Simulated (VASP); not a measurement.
# Ba (Im-3m) in VASP: a series of runs

The runs below take Ba through single point, with r2SCAN.

All numbers are computed with VASP 6.6.1; they aren't measurements. Logs are shortened: lines on timing, memory, paths and dates and some standing lists are left out, and cuts for length are marked.

### 1 The cell of the first run

Symmetry: Im-3m, No. 229, cubic system. The conventional cell has a = 4.884 Å, b = 4.884 Å, c = 4.884 Å, α = 90.00°, β = 90.00°, γ = 90.00°. Ba (site symmetry m-3m) has 14 Ba at 4.23 to 4.88 Å within 5.5 Å.

### 2 Single point, r2SCAN

Input file POSCAR:

```
Ba
1.0
   -2.4420645103      2.4420645103      2.4420645103
    2.4420645103     -2.4420645103      2.4420645103
    2.4420645103      2.4420645103     -2.4420645103
Ba
1
Direct
    0.0000000000      0.0000000000      0.0000000000
```

Input file INCAR.step1:

```
PREC     = Accurate       # precision mode
ENCUT    = 520            # plane-wave cutoff, eV
ISMEAR   = -1             # smearing method
SIGMA    = 0.1            # smearing width, eV
LREAL    = F              # projectors in reciprocal space
LASPH    = T              # aspherical terms in the spheres
NELM     = 100            # most SCF steps
NBANDS   = 11             # bands
GGA      = PE             # functional
ALGO     = Normal         # electronic algorithm
EDIFF    = 1E-4           # SCF threshold, eV
LWAVE    = T              # write WAVECAR
LCHARG   = F              # write CHGCAR
```

Input file INCAR.step2:

```
PREC     = Accurate       # precision mode
ENCUT    = 520            # plane-wave cutoff, eV
EDIFF    = 1E-7           # SCF threshold, eV
ISMEAR   = -1             # smearing method
SIGMA    = 0.1            # smearing width, eV
LREAL    = F              # projectors in reciprocal space
LASPH    = T              # aspherical terms in the spheres
NELM     = 100            # most SCF steps
ALGO     = Normal         # electronic algorithm
ISIF     = 2              # what is computed and relaxed
LWAVE    = F              # write WAVECAR
LCHARG   = F              # write CHGCAR
METAGGA  = R2SCAN         # meta-GGA
LMIXTAU  = T            
NBANDS   = 11             # bands
ISTART   = 1
```

Input file KPOINTS:

```
regular mesh
0
Gamma
  10 10 10
```

Potentials or basis: VASP PAW PBE potentials, release 64 (Ba_sv).

On the command line:

```console
cat potpaw_PBE.64/Ba_sv/POTCAR > POTCAR
cp INCAR.step1 INCAR
mpirun -np 1 vasp_std > vasp.out
cp INCAR.step2 INCAR
mpirun -np 1 vasp_std > vasp.out
```

OUTCAR:

```text
PREC = Accurate
   ENCUT = 520
   EDIFF = 1E-7
   ISMEAR = -1
   LREAL = F
   LASPH = T
   NELM = 100
   ISIF = 2
   METAGGA = R2SCAN
   ISTART = 1

 ion  position               nearest neighbor table
   1  0.000  0.000  0.000-

  LATTYP: Found a body centered cubic cell.
 ALAT       =     4.8841290206

  Lattice vectors:

 A1 = (  -2.4420645103,   2.4420645103,   2.4420645103)
 A2 = (   2.4420645103,  -2.4420645103,   2.4420645103)
 A3 = (   2.4420645103,   2.4420645103,  -2.4420645103)

Analysis of symmetry for initial positions (statically):
=====================================================================
 Subroutine PRICEL returns:
 Original cell was already a primitive cell.

 Routine SETGRP: Setting up the symmetry group for a
 body centered cubic supercell.

 Subroutine GETGRP returns: Found 48 space group operations
 (whereof 48 operations were pure point group operations)
 out of a pool of 48 trial point group operations.

The static configuration has the point symmetry O_h .

Analysis of symmetry for dynamics (positions and initial velocities):
=====================================================================
 Subroutine PRICEL returns:
 Original cell was already a primitive cell.

 Routine SETGRP: Setting up the symmetry group for a
 body centered cubic supercell.

 Subroutine GETGRP returns: Found 48 space group operations
 (whereof 48 operations were pure point group operations)
 out of a pool of 48 trial point group operations.

The dynamic configuration has the point symmetry O_h .

 Subroutine INISYM returns: Found 48 space group operations
 (whereof 48 operations are pure point group operations),
 and found     1 'primitive' translations

----------------------------------------------------------------------------------------

                                     Primitive cell

  volume of cell :      58.2548

  direct lattice vectors                    reciprocal lattice vectors
    -2.442064510  2.442064510  2.442064510     0.000000000  0.204744796  0.204744796
     2.442064510 -2.442064510  2.442064510     0.204744796  0.000000000  0.204744796
     2.442064510  2.442064510 -2.442064510     0.204744796  0.204744796  0.000000000

  length of vectors
     4.229779807  4.229779807  4.229779807     0.289552867  0.289552867  0.289552867

  position of ions in fractional coordinates (direct lattice)
     0.000000000  0.000000000  0.000000000

  ion indices of the primitive-cell ions
   primitive index   ion index
                 1           1

----------------------------------------------------------------------------------------

 KPOINTS: regular mesh

Automatic generation of k-mesh.
 Grid dimensions read from file:
 generate k-points for:   10   10   10

 Generating k-lattice:

  Cartesian coordinates                     Fractional coordinates (reciprocal lattice)
     0.000000000  0.020474480  0.020474480     0.100000000  0.000000000  0.000000000
     0.020474480  0.000000000  0.020474480     0.000000000  0.100000000  0.000000000
     0.020474480  0.020474480  0.000000000     0.000000000  0.000000000  0.100000000

  Length of vectors
     0.028955287  0.028955287  0.028955287

  Shift w.r.t. Gamma in fractional coordinates (k-lattice)
     0.000000000  0.000000000  0.000000000

 Subroutine IBZKPT returns following result:
 ===========================================

 Found     47 irreducible k-points:

 Following reciprocal coordinates:
            Coordinates               Weight
  0.000000  0.000000  0.000000      1.000000
  0.100000  0.000000  0.000000     12.000000
  0.200000  0.000000  0.000000     12.000000
  0.300000  0.000000  0.000000     12.000000
  0.400000  0.000000  0.000000     12.000000
  0.500000  0.000000  0.000000      6.000000
[... 16 lines left out ...]
  0.300000  0.300000  0.100000      8.000000
 -0.300000  0.300000  0.100000     24.000000
 [... further k-points ...]
   k-points           NKPTS =     47   k-points in BZ     NKDIM =     47   number of bands    NBANDS=     11
   number of dos      NEDOS =    301   number of ions     NIONS =      1
   total plane-waves  NPLWV =  32768
   dimension x,y,z NGX =    32 NGY =   32 NGZ =   32
   dimension x,y,z NGXF=    64 NGYF=   64 NGZF=   64
   ions per type =               1
   NGX,Y,Z   is equivalent  to a cutoff of  12.58, 12.58, 12.58 a.u.
   NGXF,Y,Z  is equivalent  to a cutoff of  25.15, 25.15, 25.15 a.u.
 SYSTEM =  unknown system
   PREC   = accura    normal or accurate (medium, high low for compatibility)
   ISTART =      1    job   : 0-new  1-cont  2-samecut
   ICHARG =      0    charge: 1-file 2-atom 10-const
   ISPIN  =      1    spin polarized calculation?
   LNONCOLLINEAR =      F non collinear calculations
   LSORBIT =      F    spin-orbit coupling
   LASPH  =      T    aspherical Exc in radial PAW
   ENCUT  =  520.0 eV  38.22 Ry    6.18 a.u.   7.86  7.86  7.86*2*pi/ulx,y,z
   NELM   =    100;   NELMIN=  2; NELMDL=  0     # of ELM steps
   EDIFF  = 0.1E-06   stopping-criterion for ELM
   LREAL  =      F    real-space projection
   EDIFFG = 0.1E-05   stopping-criterion for IOM
   NSW    =      0    number of steps for IOM
   IBRION =     -1    ionic relax: 0-MD 1-quasi-New 2-CG
   NFREE  =      0    steps in history (QN), initial steepest desc. (CG)
   ISIF   =      2    stress and relaxation
   ISYM   =      2    0-nonsym 1-usesym 2-fastsym
   POTIM  = 0.5000    time-step for ionic-motion
   TEBEG  =    0.0;   TEEND  =   0.0 temperature during run
   PSTRESS=    0.0 pullay stress
   NELECT =      10.0000    total number of electrons
   NUPDOWN=      -1.0000    fix difference up-down
   EMIN   =  10.00;   EMAX   =-10.00  energy-range for DOS
   EFERMI =   0.00;   METHOD = LEGACY
   ISMEAR =    -1;   SIGMA  =   0.10  broadening in eV -4-tet -1-fermi 0-gaus
   EFERMI_NEDOS =   21; number of points for ismear=-14 and -15
   IALGO  =     38    algorithm
   IMIX   =      4    mixing-type and parameters
     AMIX     =   0.40;   BMIX     =  1.00
     AMIX_MAG =   1.60;   BMIX_MAG =  1.00
  volume/ion in A,a.u.               =      58.25       393.12
  Fermi-wavevector in a.u.,A,eV,Ry     =   0.909839  1.719346 11.262989  0.827806
  Thomas-Fermi vector in A             =   2.033930
   LORBIT       =      0    0 simple, 1 ext, 2 COOP (PROOUT), +10 PAW based schemes
   METAGGA = R2SCAN    functional components
   LHFCALC =     F    Hartree Fock is set to
   AEXX    =    0.0000 exact exchange contribution
   IVDW    =     0    specifies the selected vdW correction
   LEPSILON=     F    determine dielectric tensor
   LRPA    =     F    only Hartree local field effects (RPA)
 non-spin polarized calculation
  energy-cutoff  :      520.00
  volume of cell :       58.25
 maximum number of plane-waves:      1585
   NGX = 15   NGY = 15   NGZ = 15

 number of electron      10.0000001 magnetization

 Free energy of the ion-electron system (eV)
  ---------------------------------------------------
  ext. energy  EPLUGINS =         0.00000000
  ---------------------------------------------------
  free energy    TOTEN  =       -26.42775398 eV

  energy without entropy =      -26.38735749  energy(sigma->0) =      -26.40755574

 E-fermi :   2.0129     XC(G=0):  -8.1012

 val. band max:        1.9835707160   @ k =   0.3000   0.2000   0.1000
 cond. band min:       2.0329428790   @ k =  -0.4000  -0.4000   0.1000
 fundamental gap:      0.0493721630
 Fermi energy:         2.0129330929

 k-point     1 :       0.0000    0.0000    0.0000
  band No.  band energies     occupation
      1     -27.7844      2.00000
      2     -12.2657      2.00000
      3     -12.2657      2.00000
      4     -12.2657      2.00000
      5      -0.9026      2.00000
      6       4.2279      0.00000
      7       4.2279      0.00000
      8       4.2279      0.00000
      9       5.6675      0.00000
     10       5.6675      0.00000
     11       9.5371      0.00000

 k-point     2 :       0.1000    0.0000    0.0000
  band No.  band energies     occupation
      1     -27.7782      2.00000
      2     -12.3290      2.00000
      3     -12.2840      2.00000
      4     -12.2665      2.00000
      5      -0.6882      2.00000
      6       4.0434      0.00000
      7       4.1041      0.00000
      8       4.4426      0.00000
      9       5.4026      0.00000
     10       5.6501      0.00000
     11       9.7869      0.00000

 k-point     3 :       0.2000    0.0000    0.0000
  band No.  band energies     occupation
      1     -27.7618      2.00000
      2     -12.4892      2.00000
      3     -12.3314      2.00000
      4     -12.2686      2.00000
      5      -0.1148      2.00000
      6       3.6115      0.00000
      7       3.6401      0.00000
      8       5.0699      0.00000
      9       5.3393      0.00000
     10       5.6686      0.00000
     11      10.1622      0.00000

 k-point     4 :       0.3000    0.0000    0.0000
  band No.  band energies     occupation
      1     -27.7414      2.00000
      2     -12.6769      2.00000
      3     -12.3889      2.00000
      4     -12.2713      2.00000
      5       0.5812      2.00000
      6       3.1661      0.00002
      7       3.2411      0.00001
      8       5.6002      0.00000
      9       5.8292      0.00000
     10       6.0532      0.00000
     11       9.5980      0.00000

 k-point     5 :       0.4000    0.0000    0.0000
  band No.  band energies     occupation
      1     -27.7248      2.00000
      2     -12.8216      2.00000
      3     -12.4345      2.00000
      4     -12.2735      2.00000
      5       0.9948      1.99992
      6       2.9687      0.00014
      7       3.2468      0.00001
      8       5.7895      0.00000
      9       6.1448      0.00000
     10       7.2412      0.00000
     11       8.6277      0.00000
[... 211 lines left out ...]
 k-point    21 :       0.3000    0.2000    0.1000
  band No.  band energies     occupation
      1     -27.7157      2.00000
      2     -12.7519      2.00000
      3     -12.5399      2.00000
      4     -12.3812      2.00000
      5       1.9836      1.14577
      6       2.6337      0.00402
      7       2.9041      0.00027
      8       6.1187      0.00000
      9       6.4020      0.00000
     10       7.9410      0.00000
     11       8.7644      0.00000

 k-point    22 :      -0.2000    0.2000    0.1000
  band No.  band energies     occupation
      1     -27.7562      2.00000
      2     -12.4913      2.00000
      3     -12.3510      2.00000
      4     -12.3146      2.00000
      5       0.0723      2.00000
      6       3.6276      0.00000
      7       3.8035      0.00000
      8       4.5571      0.00000
      9       4.9837      0.00000
     10       6.2161      0.00000
     11      10.5007      0.00000

 k-point    23 :       0.3000    0.3000    0.1000
  band No.  band energies     occupation
      1     -27.7133      2.00000
      2     -12.6549      2.00000
      3     -12.6549      2.00000
      4     -12.3994      2.00000
      5       2.2859      0.12253
      6       2.7102      0.00187
      7       2.7102      0.00187
      8       6.3303      0.00000
      9       6.3303      0.00000
     10       7.3951      0.00000
     11       9.4290      0.00000

 k-point    24 :      -0.3000    0.3000    0.1000
  band No.  band energies     occupation
      1     -27.7364      2.00000
      2     -12.6681      2.00000
      3     -12.4095      2.00000
      4     -12.3152      2.00000
      5       0.7541      1.99999
      6       3.0477      0.00006
      7       3.4357      0.00000
      8       4.8709      0.00000
      9       5.9630      0.00000
     10       6.3504      0.00000
     11       9.5233      0.00000

 [... further k-points ...]
[... 5 lines left out ...]
  --------------------------------------------------------------------------------------
  -------------------------------------------------------------------------------------
  Total        0.4359847      0.4359847      0.4359847      0.0000000      0.0000000      0.0000000
  in kB       11.9908617     11.9908617     11.9908617      0.0000000      0.0000000      0.0000000
  external PRESSURE =      11.9908617 kB  Pullay stress =       0.0000000 kB

 VOLUME and BASIS-vectors are now :
 -----------------------------------------------------------------------------
  energy-cutoff  :      520.00
  volume of cell :       58.25
      direct lattice vectors                 reciprocal lattice vectors
    -2.442064510  2.442064510  2.442064510     0.000000000  0.204744796  0.204744796
     2.442064510 -2.442064510  2.442064510     0.204744796  0.000000000  0.204744796
     2.442064510  2.442064510 -2.442064510     0.204744796  0.204744796  0.000000000

 POSITION                                       TOTAL-FORCE (eV/Angst)
 -----------------------------------------------------------------------------------
      0.00000      0.00000      0.00000        -0.000000     -0.000000      0.000000
 -----------------------------------------------------------------------------------
    total drift:                                0.000000      0.000000      0.000000

  FREE ENERGIE OF THE ION-ELECTRON SYSTEM (eV)
  ---------------------------------------------------
  free  energy   TOTEN  =       -26.4277539830 eV

  energy  without entropy=      -26.3873574915  energy(sigma->0) =      -26.40755574
```

Run time: 63 s. Hardware: 1 thread of Intel Xeon 6975P-C (Granite Rapids), shared host; peak memory 0.19 GiB.

What came out:

- Free energy: -26.4278 eV
- Pressure: 1.2 GPa
- Band gap on the k mesh: zero (band 5 reaches 2.45 eV, above the bottom of band 6 at 1.24 eV)

Caveat: the PAW data sets were made with another functional, which shifts forces and pressure a little; spin-orbit coupling is left out, which moves the levels of the heavy elements.

### 3 Single point, r2SCAN

POSCAR is that of step 2.

Input file INCAR.step1:

```
SYSTEM = Ba
  ALGO = Normal
  EDIFF = 1E-4
  ENCUT = 520
  GGA = PE
  ISMEAR = -1
  LASPH = .True.
  LCHARG = .False.
  LREAL = .False.
  LWAVE = .True.
  NBANDS = 11
  NELM = 60
  PREC = Accurate
  SIGMA = 0.1
```

Input file INCAR.step2:

```
SYSTEM = Ba
  ALGO = Normal
  EDIFF = 1E-6
  ENCUT = 520
  ISIF = 2
  ISMEAR = -1
  ISTART = 1
  LASPH = .True.
  LCHARG = .True.
  LELF = .True.
  LMIXTAU = .True.
  LREAL = .False.
  LVHAR = .True.
  LWAVE = .False.
  METAGGA = R2SCAN
  NBANDS = 11
  NELM = 60
  PREC = Accurate
  SIGMA = 0.1
```

Input file KPOINTS:

```
k-points
0
Gamma
  10 10 10
  0 0 0
```

Potentials or basis: VASP PAW PBE potentials, release 64 (Ba_sv).

On the command line:

```console
cat potpaw_PBE.64/Ba_sv/POTCAR > POTCAR
cp INCAR.step1 INCAR
mpirun -np 1 vasp_std > vasp.out
cp INCAR.step2 INCAR
mpirun -np 1 vasp_std > vasp.out
```

It took 40 s on 1 thread of Intel Xeon 6975P-C (Granite Rapids), shared host; peak memory 0.2 GiB.

Results (log left out):

```yaml
Free_energy: -26.4278 eV
Pressure: 1.2 GPa
Band_gap_on_the_k_mesh: zero (band 5 reaches 2.45 eV, above the bottom of band 6 at 1.24 eV)
```

Levels at points of the mesh, in eV from the Fermi level:
```tsv
k point	band 3	band 4	band 5	band 6	band 7	band 8
(0.00, 0.00, 0.00)	-14.28	-14.28	-2.92	2.21	2.21	2.21
(0.50, 0.00, 0.00)	-14.46	-14.29	-0.94	0.86	1.47	3.76
(0.50, 0.50, 0.50)	-14.68	-14.68	-0.77	-0.77	5.13	5.13
```

Caveat: the PAW data sets were made with another functional, which shifts forces and pressure a little; spin-orbit coupling is left out, which moves the levels of the heavy elements.

### 4 Single point, r2SCAN

This run uses another cell than the first one, of 60.15 Å³/atom, 1.033 times its volume.

Input file POSCAR:

```
Ba
1.0
   -2.4683252820      2.4683252820      2.4683252820
    2.4683252820     -2.4683252820      2.4683252820
    2.4683252820      2.4683252820     -2.4683252820
Ba
1
Direct
    0.0000000000      0.0000000000      0.0000000000
```

Input file INCAR.step1:

```
SYSTEM = Ba
ALGO = Normal ; EDIFF = 1E-4
ENCUT = 520 ; GGA = PE
ISMEAR = -1 ; LASPH = .TRUE.
LCHARG = .FALSE. ; LREAL = .FALSE.
LWAVE = .TRUE. ; NBANDS = 11
NELM = 100 ; PREC = Accurate
SIGMA = 0.1
```

Input file INCAR.step2:

```
SYSTEM = Ba
ALGO = Normal ; EDIFF = 1E-6
ENCUT = 520 ; ISIF = 2
ISMEAR = -1 ; ISTART = 1
LASPH = .TRUE. ; LCHARG = .FALSE.
LMIXTAU = .TRUE. ; LREAL = .FALSE.
LWAVE = .FALSE. ; METAGGA = R2SCAN
NBANDS = 11 ; NELM = 100
PREC = Accurate ; SIGMA = 0.1
```

Input file KPOINTS:

```
k-points
0
G
  10 10 10
  0 0 0
```

On the command line:

```console
cat potpaw_PBE.64/Ba_sv/POTCAR > POTCAR
cp INCAR.step1 INCAR
mpirun -np 1 vasp_std > vasp.out
cp INCAR.step2 INCAR
mpirun -np 1 vasp_std > vasp.out
```

Wall time 40 s (1 thread of Intel Xeon 6975P-C (Granite Rapids), shared host); peak memory 0.19 GiB.

The run converged. Its results:

* Free energy: -26.4398 eV
* Pressure: 0.8 GPa
* Band gap on the k mesh: zero (band 5 reaches 2.30 eV, above the bottom of band 6 at 1.19 eV)

Levels at points of the mesh, in eV from the Fermi level:
| k point | band 1 | band 2 | band 3 | band 4 | band 5 | band 6 | band 7 | band 8 | band 9 | band 10 |
| --- | --- | --- | --- | --- | --- | --- | --- | --- | --- | --- |
| (0.00, 0.00, 0.00) | -29.85 | -14.35 | -14.35 | -14.35 | -2.91 | 2.18 | 2.18 | 2.18 | 3.58 | 3.58 |
| (0.50, 0.00, 0.00) | -29.79 | -14.90 | -14.52 | -14.36 | -0.92 | 0.87 | 1.36 | 3.67 | 4.25 | 5.80 |
| (0.50, 0.50, 0.50) | -29.75 | -14.72 | -14.72 | -14.72 | -0.71 | -0.71 | 4.95 | 4.95 | 4.95 | 5.26 |

Caveat: the PAW data sets were made with another functional, which shifts forces and pressure a little; spin-orbit coupling is left out, which moves the levels of the heavy elements.

### 5 Single point, r2SCAN

This run uses another cell than the first one, of 60.15 Å³/atom, 1.033 times its volume.

POSCAR is that of step 4.

Input file INCAR.step1:

```
ALGO = Normal
EDIFF = 1E-4
ENCUT = 520
GGA = PE
ISMEAR = -1
LASPH = True
LCHARG = False
LREAL = False
LWAVE = True
NBANDS = 11
NELM = 60
PREC = Accurate
SIGMA = 0.1
```

Input file INCAR.step2:

```
ALGO = Normal
EDIFF = 1E-6
ENCUT = 520
ISIF = 2
ISMEAR = -1
ISTART = 1
LASPH = True
LCHARG = False
LMIXTAU = True
LREAL = False
LWAVE = False
METAGGA = R2SCAN
NBANDS = 11
NELM = 60
PREC = Accurate
SIGMA = 0.1
```

Input file KPOINTS:

```
k-points
0
Gamma
  10 10 10
```

On the command line:

```console
cat potpaw_PBE.64/Ba_sv/POTCAR > POTCAR
cp INCAR.step1 INCAR
mpirun -np 1 vasp_std > vasp.out
cp INCAR.step2 INCAR
mpirun -np 1 vasp_std > vasp.out
```

Wall time 39 s (1 thread of Intel Xeon 6975P-C (Granite Rapids), shared host); peak memory 0.19 GiB.

The run converged. Its results:

```
Free energy            : -26.4398 eV
Pressure               : 0.8 GPa
Band gap on the k mesh : zero (band 5 reaches 2.30 eV, above the bottom of band 6 at 1.19 eV)
```

Levels at points of the mesh, in eV from the Fermi level:
| k point | band 1 | band 2 | band 3 | band 4 | band 5 | band 6 | band 7 | band 8 | band 9 | band 10 |
| --- | --- | --- | --- | --- | --- | --- | --- | --- | --- | --- |
| (0.00, 0.00, 0.00) | -29.85 | -14.35 | -14.35 | -14.35 | -2.91 | 2.18 | 2.18 | 2.18 | 3.58 | 3.58 |
| (0.50, 0.00, 0.00) | -29.79 | -14.90 | -14.52 | -14.36 | -0.92 | 0.87 | 1.36 | 3.67 | 4.25 | 5.80 |
| (0.50, 0.50, 0.50) | -29.75 | -14.72 | -14.72 | -14.72 | -0.71 | -0.71 | 4.95 | 4.95 | 4.95 | 5.26 |

Caveat: the PAW data sets were made with another functional, which shifts forces and pressure a little; spin-orbit coupling is left out, which moves the levels of the heavy elements.
